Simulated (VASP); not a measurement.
Here is a VASP 6.6.1 calculation.

The input INCAR:

```
PREC = Accurate
ENCUT = 520
EDIFF = 1E-6
ISMEAR = 0
SIGMA = 0.1
LREAL = F
LASPH = T
NELM = 80
ALGO = Normal
ISIF = 2
LWAVE = F
LCHARG = F
GGA = PS
NBANDS = 14
```

The input KPOINTS:

```
regular mesh
0
Gamma
  14 14 14
```

POSCAR

```
TiB
1.0
    0.0000000000      2.4692718547      2.4692718547
    2.4692718547      0.0000000000      2.4692718547
    2.4692718547      2.4692718547      0.0000000000
Ti B
1 1
Direct
    0.7500000000      0.7500000000      0.7500000000
    0.0000000000      0.0000000000      0.0000000000
```

Potentials or basis: VASP PAW PBE potentials, release 64 (Ti_sv, B).

Launch:

```sh
$ cat potpaw_PBE.64/Ti_sv/POTCAR potpaw_PBE.64/B/POTCAR > POTCAR
$ mpirun -np 1 vasp_std > vasp.out
```

(1) What does it give for the pressure?

Answers

(1) -2.0 GPa.

Caveat: the PAW data sets were made with another functional, which shifts forces and pressure a little.
